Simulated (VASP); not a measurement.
Input of a VASP 6.6.1 run:

Contents of POSCAR:

```
Ti
1.0
    4.6000000000      0.0000000000      0.0000000000
   -2.3000000000      3.9837200000      0.0000000000
    0.0000000000      0.0000000000      2.8200000000
Ti
3
Direct
    0.0000000000      0.0000000000      0.0000000000
    0.3333333333      0.6666666667      0.5000000000
    0.6666666667      0.3333333333      0.5000000000
```

INCAR.step1

```
SYSTEM = Ti
ALGO = Normal
EDIFF = 1E-4
ENCUT = 600
GGA = PE
ISMEAR = -1
LASPH = .TRUE.
LCHARG = .FALSE.
LREAL = .FALSE.
LWAVE = .TRUE.
NELM = 80
PREC = Accurate
SIGMA = 0.1
```

INCAR.step2

```
SYSTEM = Ti
ALGO = Normal
EDIFF = 1E-6
EDIFFG = -0.01
ENCUT = 600
IBRION = 2
ISIF = 3
ISMEAR = -1
ISTART = 1
LASPH = .TRUE.
LCHARG = .FALSE.
LMIXTAU = .TRUE.
LREAL = .FALSE.
LWAVE = .FALSE.
METAGGA = R2SCAN
NELM = 80
NSW = 80
PREC = Accurate
PSTRESS = 150.0
SIGMA = 0.1
```

The input KPOINTS:

```
k-points
0
G
  5 5 7
  0 0 0
```

Potentials or basis: VASP PAW PBE potentials, release 64 (Ti_sv).

Run with:

```bash
$ cat potpaw_PBE.64/Ti_sv/POTCAR > POTCAR
$ cp INCAR.step1 INCAR
$ mpirun -np 1 vasp_std > vasp.out
$ cp INCAR.step2 INCAR
$ mpirun -np 1 vasp_std > vasp.out
```

(1) Predict the space group after relaxing (to 0.05 Å).

(2) Estimate the relaxed cell.

(3) What does it give for the band gap on the k mesh?

Answers

(1) P6/mmm (No. 191).

(2) a = 4.405 Å, b = 4.405 Å, c = 2.743 Å, α = 90.00°, β = 90.00°, γ = 120.00°.

(3) zero (band 18 reaches 9.69 eV, above the bottom of band 19 at 9.56 eV).

Caveat: the cell is relaxed towards a set pressure, so the enthalpy falls and the energy may rise.
